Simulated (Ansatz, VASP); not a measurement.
# One calculation of BN, two programs

Contents of INCAR:

```
PREC = Accurate ; ENCUT = 520
EDIFF = 1E-7 ; ISMEAR = -1
SIGMA = 0.02 ; LREAL = F
LASPH = T ; NELM = 80
ALGO = Normal ; ISIF = 2
LWAVE = F ; LCHARG = F
GGA = PS ; NBANDS = 16
```

KPOINTS

```
regular mesh
0
Gamma
  11 11 4
```

File POSCAR:

```
BN
1.0
    2.5039917043     -0.0250399170     -0.0250399170
   -1.2736810565      2.1810403853     -0.0091652458
   -0.0666120000     -0.0666120000      6.6612000000
B N
2 2
Direct
    0.3333333333      0.6666666667      0.2500000000
    0.6666666667      0.3333333333      0.7500000000
    0.3333333333      0.6666666667      0.7500000000
    0.6666666667      0.3333333333      0.2500000000
```

Input for Ansatz:

```yaml
crystal:
  lattice:
    - [2.5039917043, -0.025039917, -0.025039917]
    - [-1.2736810565, 2.1810403853, -0.0091652458]
    - [-0.066612, -0.066612, 6.6612]
  atoms:
    - { symbol: B, position: [0.3333333333, 0.6666666667, 0.25] }
    - { symbol: B, position: [0.6666666667, 0.3333333333, 0.75] }
    - { symbol: "N", position: [0.3333333333, 0.6666666667, 0.75] }
    - { symbol: "N", position: [0.6666666667, 0.3333333333, 0.25] }
kpoints:
  mp_grid: { grid: [11, 11, 4] }
  band_path:
    path:
      - [0.0, 0.0, 0.0]
      - [0.0, 0.0, 0.5]
      - [-0.5, 0.5, 0.0]
      - [0.0, 0.0, 0.0]
      - [0.0, -0.5, 0.0]
      - [-0.5, 0.0, 0.5]
      - [0.0, 0.0, 0.0]
      - [-0.5, 0.0, 0.0]
      - [0.0, -0.5, 0.5]
    npoints: 5
scf:
  occupations: { method: fermi_dirac, width: 0.02 }
hamiltonian:
  xc: pbesol
  pseudopotentials: { kind: all_electron, lapw: { basis_error: 0.001 } }
output:
  forces: true
  stress: true
  eigenvalues: true
```

Change from the starting cell: equal xy, yz and zx shear strains of -2 %.

Alike in both runs: task single point; functional PBEsol; k mesh 11 × 11 × 4; occupations fermi-dirac, width 0.02 eV; no spin polarisation.

```csv
,VASP,Ansatz
version,VASP 6.6.1,Ansatz 0.2.0
potentials or method,"VASP PAW PBE potentials, release 64 (B, N), cutoff 520 eV","all-electron LAPW, scalar-relativistic"
```

|  | VASP | Ansatz | Ansatz less VASP |
| --- | --- | --- | --- |
| gap on the k mesh at the Fermi level (eV) | 4.16 | 4.16 | +0.005 |
| pressure (GPa) | 0.8 | 0.5 | -0.32 |
| traceless stress, the component that is largest in VASP (GPa) | 7.43 | 7.40 | -0.027 |
| rms of the force components (eV/Å) | 0.152 | 0.150 | -0.0015 |

VASP's potentials were made for PBE, not for PBEsol. Atom by atom the forces differ by 0.002 eV/Å (rms over components). Ansatz ran all-electron here, and VASP with PAW potentials.
